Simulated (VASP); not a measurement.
# Cu3O2 (I4/mmm) in VASP: single point with PBE+U

Aim: the single point of Cu3O2 with PBE+U.

All numbers are computed with VASP 6.6.1; they aren't measurements. Logs are shortened: lines on timing, memory, paths and dates and some standing lists are left out, and cuts for length are marked.

### Step 1. The cell of the first run

Symmetry: I4/mmm, No. 139, tetragonal system. The conventional cell has a = 4.064 Å, b = 4.064 Å, c = 7.427 Å, α = 90.00°, β = 90.00°, γ = 90.00°. Cu (site symmetry -4m2) has 2 O at 1.86 Å within 2.5 Å. Within 2.8 Å of Cu (site symmetry 4/mmm) lie 4 O at 2.03 Å and 8 Cu at 2.75 Å. O (site symmetry mmm) has 4 Cu at 1.86 to 2.03 Å within 2.5 Å.

### Step 2. Single point, PBE+U

INCAR

```
PREC = Accurate ; ENCUT = 520
EDIFF = 1E-6 ; ISMEAR = 0
SIGMA = 0.15 ; LREAL = False
LASPH = True ; NELM = 150
ALGO = Normal ; ISIF = 2
LWAVE = False ; LCHARG = False
LMAXMIX = 4 ; LDAU = True
LDAUTYPE = 2 ; LDAUL = 2 -1
LDAUU = 4 0 ; LDAUJ = 0 0
LDAUPRINT = 1 ; GGA = PE
NBANDS = 30
```

KPOINTS

```
regular mesh
0
Gamma
  12 12 12
```

POSCAR

```
Cu3O2
1.0
   -2.0320119686      2.0320119686      3.7136834225
    2.0320119686     -2.0320119686      3.7136834225
    2.0320119686      2.0320119686     -3.7136834225
Cu O
3 2
Direct
    0.2500000000      0.7500000000      0.5000000000
    0.7500000000      0.2500000000      0.5000000000
    0.0000000000      0.0000000000      0.0000000000
    0.0000000000      0.5000000000      0.5000000000
    0.5000000000      0.0000000000      0.5000000000
```

Potentials or basis: VASP PAW PBE potentials, release 64 (Cu, O).

Command:

```
> cat potpaw_PBE.64/Cu/POTCAR potpaw_PBE.64/O/POTCAR > POTCAR
> mpirun -np 1 vasp_std > vasp.out
```

OUTCAR:

```text
PREC = Accurate
   ENCUT = 520
   EDIFF = 1E-6
   ISMEAR = 0
   LREAL = False
   LASPH = True
   NELM = 150
   ISIF = 2
   GGA = PE

 ion  position               nearest neighbor table
   1  0.250  0.750  0.500-   4 1.86   5 1.86   3 2.75   3 2.75   3 2.75   3 2.75
   2  0.750  0.250  0.500-   4 1.86   5 1.86   3 2.75   3 2.75   3 2.75   3 2.75
   3  0.000  0.000  0.000-   4 2.03   5 2.03   4 2.03   5 2.03   2 2.75   1 2.75   1 2.75   2 2.75
                             2 2.75   1 2.75   1 2.75   2 2.75
   4  0.000  0.500  0.500-   1 1.86   2 1.86   3 2.03   3 2.03
   5  0.500  0.000  0.500-   1 1.86   2 1.86   3 2.03   3 2.03

  LATTYP: Found a body centered tetragonal cell.
 ALAT       =     4.0640239372
 C/A-ratio  =     1.8275893449

  Lattice vectors:

 A1 = (  -2.0320119686,   2.0320119686,   3.7136834225)
 A2 = (   2.0320119686,  -2.0320119686,   3.7136834225)
 A3 = (   2.0320119686,   2.0320119686,  -3.7136834225)

Analysis of symmetry for initial positions (statically):
=====================================================================
 Subroutine PRICEL returns:
 Original cell was already a primitive cell.

 Routine SETGRP: Setting up the symmetry group for a
 body centered tetragonal supercell.

 Subroutine GETGRP returns: Found 16 space group operations
 (whereof 16 operations were pure point group operations)
 out of a pool of 16 trial point group operations.

The static configuration has the point symmetry D_4h.

Analysis of symmetry for dynamics (positions and initial velocities):
=====================================================================
 Subroutine PRICEL returns:
 Original cell was already a primitive cell.

 Routine SETGRP: Setting up the symmetry group for a
 body centered tetragonal supercell.

 Subroutine GETGRP returns: Found 16 space group operations
 (whereof 16 operations were pure point group operations)
 out of a pool of 16 trial point group operations.

The dynamic configuration has the point symmetry D_4h.

 Subroutine INISYM returns: Found 16 space group operations
 (whereof 16 operations are pure point group operations),
 and found     1 'primitive' translations

----------------------------------------------------------------------------------------

                                     Primitive cell

  volume of cell :      61.3363

  direct lattice vectors                    reciprocal lattice vectors
    -2.032011969  2.032011969  3.713683422     0.000000000  0.246061543  0.134637217
     2.032011969 -2.032011969  3.713683422     0.246061543  0.000000000  0.134637217
     2.032011969  2.032011969 -3.713683422     0.246061543  0.246061543  0.000000000

  length of vectors
     4.695699079  4.695699079  4.695699079     0.280487902  0.280487902  0.347983571

  position of ions in fractional coordinates (direct lattice)
     0.250000000  0.750000000  0.500000000
     0.750000000  0.250000000  0.500000000
     0.000000000  0.000000000  0.000000000
     0.000000000  0.500000000  0.500000000
     0.500000000  0.000000000  0.500000000

  ion indices of the primitive-cell ions
   primitive index   ion index
                 1           1
                 2           2
                 3           3
                 4           4
                 5           5

----------------------------------------------------------------------------------------

 KPOINTS: regular mesh

Automatic generation of k-mesh.
[... 26 lines left out ...]
  0.250000  0.000000  0.000000      8.000000
  0.333333  0.000000 -0.000000      8.000000
  0.416667  0.000000 -0.000000      8.000000
[... 16 lines left out ...]
  0.500000  0.166667 -0.000000     16.000000
 -0.416667  0.166667  0.000000     16.000000
 [... further k-points ...]
   k-points           NKPTS =    163   k-points in BZ     NKDIM =    163   number of bands    NBANDS=     30
   number of dos      NEDOS =    301   number of ions     NIONS =      5
   total plane-waves  NPLWV =  46656
   dimension x,y,z NGX =    36 NGY =   36 NGZ =   36
   dimension x,y,z NGXF=    72 NGYF=   72 NGZF=   72
   ions per type =               3   2
   NGX,Y,Z   is equivalent  to a cutoff of  12.75, 12.75, 12.75 a.u.
   NGXF,Y,Z  is equivalent  to a cutoff of  25.49, 25.49, 25.49 a.u.
 SYSTEM =  unknown system
   PREC   = accura    normal or accurate (medium, high low for compatibility)
   ISTART =      0    job   : 0-new  1-cont  2-samecut
   ICHARG =      2    charge: 1-file 2-atom 10-const
   ISPIN  =      1    spin polarized calculation?
   LNONCOLLINEAR =      F non collinear calculations
   LSORBIT =      F    spin-orbit coupling
   LASPH  =      T    aspherical Exc in radial PAW
   ENCUT  =  520.0 eV  38.22 Ry    6.18 a.u.   8.73  8.73  8.73*2*pi/ulx,y,z
   NELM   =    150;   NELMIN=  2; NELMDL= -5     # of ELM steps
   EDIFF  = 0.1E-05   stopping-criterion for ELM
   LREAL  =      F    real-space projection
   EDIFFG = 0.1E-04   stopping-criterion for IOM
   NSW    =      0    number of steps for IOM
   IBRION =     -1    ionic relax: 0-MD 1-quasi-New 2-CG
   NFREE  =      0    steps in history (QN), initial steepest desc. (CG)
   ISIF   =      2    stress and relaxation
   ISYM   =      2    0-nonsym 1-usesym 2-fastsym
   POTIM  = 0.5000    time-step for ionic-motion
   TEBEG  =    0.0;   TEEND  =   0.0 temperature during run
   PSTRESS=    0.0 pullay stress
   NELECT =      45.0000    total number of electrons
   NUPDOWN=      -1.0000    fix difference up-down
   EMIN   =  10.00;   EMAX   =-10.00  energy-range for DOS
   EFERMI =   0.00;   METHOD = LEGACY
   ISMEAR =     0;   SIGMA  =   0.15  broadening in eV -4-tet -1-fermi 0-gaus
   EFERMI_NEDOS =   21; number of points for ismear=-14 and -15
   IALGO  =     38    algorithm
   IMIX   =      4    mixing-type and parameters
     AMIX     =   0.40;   BMIX     =  1.00
     AMIX_MAG =   1.60;   BMIX_MAG =  1.00
  volume/ion in A,a.u.               =      12.27        82.78
  Fermi-wavevector in a.u.,A,eV,Ry     =   1.476522  2.790222 29.662289  2.180117
  Thomas-Fermi vector in A             =   2.591038
   LORBIT       =      0    0 simple, 1 ext, 2 COOP (PROOUT), +10 PAW based schemes
 LDA+U is selected, type is set to LDAUTYPE =  2
   angular momentum for each species LDAUL =     2   -1
   U (eV)           for each species LDAUU =   4.0  0.0
   J (eV)           for each species LDAUJ =   0.0  0.0
   GGA     = PE    functional components
   LHFCALC =     F    Hartree Fock is set to
   AEXX    =    0.0000 exact exchange contribution
   IVDW    =     0    specifies the selected vdW correction
   LEPSILON=     F    determine dielectric tensor
   LRPA    =     F    only Hartree local field effects (RPA)
 non-spin polarized calculation
 Gauss-broadening in eV      SIGMA  =   0.15
  energy-cutoff  :      520.00
  volume of cell :       61.34
 maximum number of plane-waves:      1677
   NGX = 17   NGY = 17   NGZ = 17

atom =   1  type =  1  l = 2

 onsite density matrix

spin component  1
[... 83 lines left out ...]
  o =  0.8339  v =  0.0000  0.0000 -0.0000  0.0000  1.0000  0.0000  0.0000  0.0000  0.0000  0.0000      0.0000  0.0000  0.0000  0.0000  0.0000  0.0000  0.0000  0.0000  0.0000  0.0000
  o =  0.8339  v =  0.0000  0.0000  0.0000  0.0000  0.0000  0.0000  0.0000 -0.0000  0.0000  1.0000      0.0000  0.0000  0.0000  0.0000  0.0000  0.0000  0.0000  0.0000  0.0000  0.0000
  o =  0.9126  v =  0.0000 -0.0000  1.0000  0.0000  0.0000  0.0000  0.0000  0.0000  0.0000  0.0000      0.0000  0.0000  0.0000  0.0000  0.0000  0.0000  0.0000  0.0000  0.0000  0.0000
  o =  0.9126  v =  0.0000  0.0000  0.0000  0.0000  0.0000  0.0000 -0.0000  1.0000  0.0000  0.0000      0.0000  0.0000  0.0000  0.0000  0.0000  0.0000  0.0000  0.0000  0.0000  0.0000
  o =  0.9608  v =  0.0000  0.0000  0.0000  0.0000  0.0000  0.0000  0.1010 -0.0000  0.9949 -0.0000      0.0000  0.0000  0.0000  0.0000  0.0000  0.0000  0.0000  0.0000  0.0000  0.0000
  o =  0.9608  v =  0.0000  0.1010 -0.0000  0.9949 -0.0000  0.0000  0.0000  0.0000  0.0000  0.0000      0.0000  0.0000  0.0000  0.0000  0.0000  0.0000  0.0000  0.0000  0.0000  0.0000
  o =  0.9608  v =  0.0000  0.0000  0.0000  0.0000  0.0000  0.0000 -0.9949 -0.0000  0.1010  0.0000      0.0000  0.0000  0.0000  0.0000  0.0000  0.0000  0.0000  0.0000  0.0000  0.0000
  o =  0.9608  v =  0.0000 -0.9949 -0.0000  0.1010  0.0000  0.0000  0.0000  0.0000  0.0000  0.0000      0.0000  0.0000  0.0000  0.0000  0.0000  0.0000  0.0000  0.0000  0.0000  0.0000
  o =  0.9750  v =  1.0000  0.0000  0.0000  0.0000  0.0000  0.0000  0.0000  0.0000  0.0000  0.0000      0.0000  0.0000  0.0000  0.0000  0.0000  0.0000  0.0000  0.0000  0.0000  0.0000
  o =  0.9750  v =  0.0000  0.0000  0.0000  0.0000  0.0000  1.0000  0.0000  0.0000  0.0000  0.0000      0.0000  0.0000  0.0000  0.0000  0.0000  0.0000  0.0000  0.0000  0.0000  0.0000

 number of electron      45.0000010 magnetization

 Free energy of the ion-electron system (eV)
  ---------------------------------------------------
  ext. energy  EPLUGINS =         0.00000000
  ---------------------------------------------------
  free energy    TOTEN  =       -18.74633215 eV

  energy without entropy =      -18.72628022  energy(sigma->0) =      -18.73630619

 E-fermi :   3.6863     XC(G=0): -10.9928

 val. band max:        3.6814777368   @ k =  -0.0833  -0.2500   0.0833
 cond. band min:       3.6900820284   @ k =  -0.4167   0.1667   0.0000
 fundamental gap:      0.0086042916
 Fermi energy:         3.6863094372

 k-point     1 :       0.0000    0.0000    0.0000
  band No.  band energies     occupation
      1     -14.9112      2.00000
      2     -13.7405      2.00000
      3      -2.5000      2.00000
      4      -1.6037      2.00000
      5      -1.6037      2.00000
      6      -0.7749      2.00000
[... 781 lines left out ...]
     29      13.8056      0.00000
     30      16.0138      0.00000

 [... further k-points ...]

------------------------ aborting loop because EDIFF is reached ----------------------------------------

  FORCE on cell =-STRESS in cart. coord.  units (eV):
  Direction    XX          YY          ZZ          XY          YZ          ZX
  --------------------------------------------------------------------------------------
  -------------------------------------------------------------------------------------
  Total       -0.5306425     -0.5306425     -2.4809409      0.0000000      0.0000000      0.0000000
  in kB      -13.8610216    -13.8610216    -64.8051626      0.0000000      0.0000000      0.0000000
  external PRESSURE =     -30.8424020 kB  Pullay stress =       0.0000000 kB

 VOLUME and BASIS-vectors are now :
 -----------------------------------------------------------------------------
  energy-cutoff  :      520.00
  volume of cell :       61.34
      direct lattice vectors                 reciprocal lattice vectors
    -2.032011969  2.032011969  3.713683422     0.000000000  0.246061543  0.134637217
     2.032011969 -2.032011969  3.713683422     0.246061543  0.000000000  0.134637217
     2.032011969  2.032011969 -3.713683422     0.246061543  0.246061543  0.000000000

 POSITION                                       TOTAL-FORCE (eV/Angst)
 -----------------------------------------------------------------------------------
      2.03201      0.00000      1.85684         0.000000      0.000000      0.000000
      0.00000      2.03201      1.85684        -0.000000     -0.000000      0.000000
      0.00000      0.00000      0.00000        -0.000000      0.000000     -0.000000
      2.03201      0.00000      0.00000        -0.000000      0.000000     -0.000000
      0.00000      2.03201      0.00000        -0.000000      0.000000     -0.000000
 -----------------------------------------------------------------------------------
    total drift:                                0.000000      0.000000      0.000000

  FREE ENERGIE OF THE ION-ELECTRON SYSTEM (eV)
  ---------------------------------------------------
  free  energy   TOTEN  =       -18.7463321546 eV

  energy  without entropy=      -18.7262802180  energy(sigma->0) =      -18.73630619
```

It took 3.8 min on 1 thread of AMD EPYC 9R45 (Zen 5), shared host; peak memory 0.34 GiB.

What came out:

```
Free energy            : -18.7463 eV
Pressure               : -3.1 GPa
Band gap on the k mesh : zero (an odd number of electrons rules out a gap without spin polarisation)
```

Stress tensor (GPa, compression positive):
```
-1.39  0.00  0.00
 0.00 -1.39  0.00
 0.00  0.00 -6.48
```

Eigenvalues of the final occupation matrices:
```tsv
site	spin	trace	eigenvalues
site 1 d	1	4.67	0.85 0.95 0.95 0.96 0.96
site 1 d	2	4.67	0.85 0.95 0.95 0.96 0.96
site 2 d	1	4.67	0.85 0.95 0.95 0.96 0.96
site 2 d	2	4.67	0.85 0.95 0.95 0.96 0.96
site 3 d	1	4.64	0.83 0.91 0.96 0.96 0.97
site 3 d	2	4.64	0.83 0.91 0.96 0.96 0.97
```

Caveat: the stress differs along the axes, from -6 to -1 GPa; an odd number of electrons without spin polarisation forces a metal; a magnetic or distorted state may lie lower; U without spin polarisation on a metal has little footing.
